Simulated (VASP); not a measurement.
Wanted: the native input for a VASP 6.6.1 run.

```
Task                   : single point
Functional             : PBE
Potentials or basis    : VASP PAW PBE potentials, release 64 (Cu)
Cutoff                 : 520 eV
k mesh                 : 19 × 19 × 19
Occupations            : fermi-dirac, width 0.08 eV
Spin                   : no spin polarisation
Dipole correction      : no
Further INCAR settings : ALGO = Normal; EDIFF = 1e-07; NBANDS = 12
```

The structure of Cu lies in POSCAR:

```
Cu
1.0
    0.0000000000      1.8075000000      1.7713500000
    1.8075000000      0.0000000000      1.7713500000
    1.8075000000      1.8075000000      0.0000000000
Cu
1
Direct
    0.0000000000      0.0000000000      0.0000000000
```

This cell differs from its parent crystal: zz strain of -2 %.

These files were run (other wordings do the same):

INCAR

```
SYSTEM = Cu
PREC     = Accurate       ! precision mode
ENCUT    = 520            ! plane-wave cutoff, eV
EDIFF    = 1E-7           ! SCF threshold, eV
ISMEAR   = -1             ! smearing method
SIGMA    = 0.08           ! smearing width, eV
LREAL    = .FALSE.        ! projectors in reciprocal space
LASPH    = .TRUE.         ! aspherical terms in the spheres
NELM     = 60             ! most SCF steps
ALGO     = Normal         ! electronic algorithm
ISIF     = 2              ! what is computed and relaxed
LWAVE    = .FALSE.        ! write WAVECAR
LCHARG   = .FALSE.        ! write CHGCAR
GGA      = PE             ! functional
NBANDS   = 12             ! bands
```

KPOINTS

```
Automatic mesh
0
G
  19 19 19
  0 0 0
```

Potentials or basis: VASP PAW PBE potentials, release 64 (Cu).

Command:

```console
$ cat potpaw_PBE.64/Cu/POTCAR > POTCAR
$ mpirun -np 1 vasp_std > vasp.out
```

Results of the run:

```yaml
Pressure: 5.4 GPa
```

Caveat: the cell differs from its parent crystal (zz strain of -2 %).

Wall time 34 s on 1 thread of Intel(R) Xeon(R) 6975P-C (Granite Rapids) (shared host), peak memory 0.18 GiB.
